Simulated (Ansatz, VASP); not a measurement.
## Si2Se in VASP and in Ansatz

```
Si Se
1.0
     3.38294    0.00000    0.00000
    -1.69147    2.92971    0.00000
     0.00000    0.00000    5.96848
Si Se
2 1
Direct
  0.66667 0.33333 0.69935
  0.66667 0.33333 0.30065
  0.00000 0.00000 0.00000
```

Alike in both runs: functional PBE; k mesh 6 × 6 × 4; occupations gaussian, width 0.1 eV; no spin polarisation.

Ansatz relaxed the structure, and its values are those at the end. VASP's run is a single point on that final structure, the one shown.

|  | VASP | Ansatz |
| --- | --- | --- |
| version | VASP 6.6.1 | Ansatz 0.2.0 |
| potentials or method | VASP PAW PBE potentials, release 64 (Si, Se), cutoff 520 eV | scalar-relativistic, plane waves, PAW |
| valence electrons in the cell | 14 | 24 |

|  | VASP | Ansatz | Ansatz less VASP |
| --- | --- | --- | --- |
| gap on the k mesh at the Fermi level (eV) | none | none | - |
| pressure (GPa) | 0.0 | 0.0 | -0.03 |

A gap of «none» marks a metal or a gap that the smearing closes. With one functional, cell and mesh, what is left measures potentials, basis and numerics. VASP's potentials hold 14 valence electrons a cell and Ansatz's 24, so a difference there can come from the potentials and not from the codes.
